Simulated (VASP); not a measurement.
The system is As.

```
As
1.0
     3.13044    0.00000    0.00000
    -1.56522    2.71104    0.00000
     0.00000    0.00000    5.08088
As
2
Direct
  0.33333 0.66667 0.25000
  0.66667 0.33333 0.75000
```

| Property | Result |
| --- | --- |
| Program | VASP 6.6.1 |
| Task | relaxation of cell and atoms |
| Functional | PBEsol |
| Potentials or basis | VASP PAW PBE potentials, release 64 (As) |
| Cutoff | 600 eV |
| k mesh | 6 × 6 × 4 |
| Occupations | gaussian, width 0.1 eV |
| Spin | no spin polarisation |

At the start: pressure -10.8 GPa; volume 21.56 Å³/atom.

**Question.** How do energy, volume and symmetry change on relaxing?

**Answer.** Over 5 steps the energy falls by 140.4 meV/atom and the volume is 18.30 Å³/atom (-15.1 %); space group P6_3/mmc (No. 194, to 0.05 Å).

Step by step:
| step | energy change (eV) | largest force (eV/Å) | pressure (GPa) | volume (Å³) |
| --- | --- | --- | --- | --- |
| 1 | 0.0000 | 0.0000 | -10.77 | 43.12 |
| 2 | -0.2445 | 0.0000 | 6.11 | 34.67 |
| 3 | -0.2778 | 0.0000 | 0.41 | 36.52 |
| 4 | -0.2802 | 0.0000 | 0.15 | 36.64 |
| 5 | -0.2808 | 0.0000 | 0.21 | 36.60 |

Final structure:
```yaml
crystal:
  lattice:
    - [2.92232, 0.00000, 0.00000]
    - [-1.46116, 2.53080, 0.00000]
    - [0.00000, 0.00000, 4.94864]
  atoms:
    - { symbol: As, position: [0.33333, 0.66667, 0.25000] }
    - { symbol: As, position: [0.66667, 0.33333, 0.75000] }
```

Caveat: the k points lie up to 0.41 Å⁻¹ apart in the final cell; the volume moved by over 15 % at a fixed basis, so the end points are rough; the PAW data sets were made with another functional, which shifts forces and pressure a little.
